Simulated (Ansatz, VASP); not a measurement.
# One calculation of Ge, two programs

```
CELL_PARAMETERS angstrom
0.00000 2.83750 2.83750
2.83750 0.00000 2.83750
2.83750 2.83750 0.00000
ATOMIC_POSITIONS crystal
Ge 0.00000 0.00000 0.00000
Ge 0.25000 0.25000 0.25000
```

Alike in both runs: task single point; functional r2SCAN; k mesh 12 × 12 × 12; occupations gaussian, width 0.02 eV; no spin polarisation.

```csv
,VASP,Ansatz
version,VASP 6.6.1,Ansatz 0.2.0
potentials or method,"VASP PAW PBE potentials, release 64 (Ge_d), cutoff 520 eV","scalar-relativistic, plane waves, PAW"
valence electrons in the cell,28,28
```

VASP gave:

```
gap on the k mesh at the Fermi level (eV) : 0.32
least direct gap on the mesh (eV)         : 0.32
```

**Question.** Estimate Ansatz's values.

**Answer.** gap on the k mesh at the Fermi level (eV): 0.35; least direct gap on the mesh (eV): 0.35.

VASP's potentials were made for PBE, not for r2SCAN.
